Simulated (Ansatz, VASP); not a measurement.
**InP in VASP and in Ansatz**

The input POSCAR:

```
InP
1.0
    0.0000000000      3.2895406270      2.3257052233
    3.2895406270      0.0000000000      2.3257052233
    3.2895406270      3.2895406270      0.0000000000
In P
1 1
Direct
    0.0000000000      0.0000000000      0.0000000000
    0.7500000000      0.7500000000      0.7500000000
```

The input INCAR.step1:

```
ALGO = Normal
EDIFF = 1E-4
ENCUT = 520
GGA = PE
ISMEAR = 0
LASPH = True
LCHARG = False
LREAL = False
LWAVE = True
NBANDS = 16
NELM = 100
PREC = Accurate
SIGMA = 0.05
```

File INCAR.step2:

```
ALGO = Normal
EDIFF = 1E-6
ENCUT = 520
ISIF = 2
ISMEAR = 0
ISTART = 1
LASPH = True
LCHARG = False
LMIXTAU = True
LREAL = False
LWAVE = False
METAGGA = R2SCAN
NBANDS = 16
NELM = 100
PREC = Accurate
SIGMA = 0.05
```

Contents of KPOINTS:

```
k-points
0
Gamma
  10 10 10
```

Input for Ansatz:

```yaml
crystal:
  lattice:
    - [0.0, 3.289540627, 2.3257052233]
    - [3.289540627, 0.0, 2.3257052233]
    - [3.289540627, 3.289540627, 0.0]
  atoms:
    - { symbol: In, position: [0.0, 0.0, 0.0] }
    - { symbol: P, position: [0.75, 0.75, 0.75] }
basis:
  ecutwfc: 500
kpoints:
  mp_grid: { grid: [10, 10, 10] }
hamiltonian:
  xc: r2scan
scf:
  occupations: { method: gaussian, width: 0.05 }
output:
  forces: true
  stress: true
  eigenvalues: true
  write_density: true
  write_potential: true
  elf: true
  volumetric_format: npy
```

Alike in both runs: task single point; functional r2SCAN; k mesh 10 × 10 × 10; occupations gaussian, width 0.05 eV; no spin polarisation.

|  | VASP | Ansatz |
| --- | --- | --- |
| version | VASP 6.6.1 | Ansatz 0.2.0 |
| potentials or method | VASP PAW PBE potentials, release 64 (In_d, P), cutoff 520 eV | scalar-relativistic, plane waves, PAW |
| valence electrons in the cell | 18 | 18 |

```tsv
	VASP	Ansatz	Ansatz less VASP
gap on the k mesh at the Fermi level (eV)	none	none	-
pressure (GPa)	-1.6	-1.5	+0.08
traceless stress, the component that is largest in VASP (GPa)	5.49	5.44	-0.049
```

VASP's potentials were made for PBE, not for r2SCAN. A gap of «none» marks a metal or a gap that the smearing closes. The functional is the same, so the differences come from potentials, cutoffs and numerics.
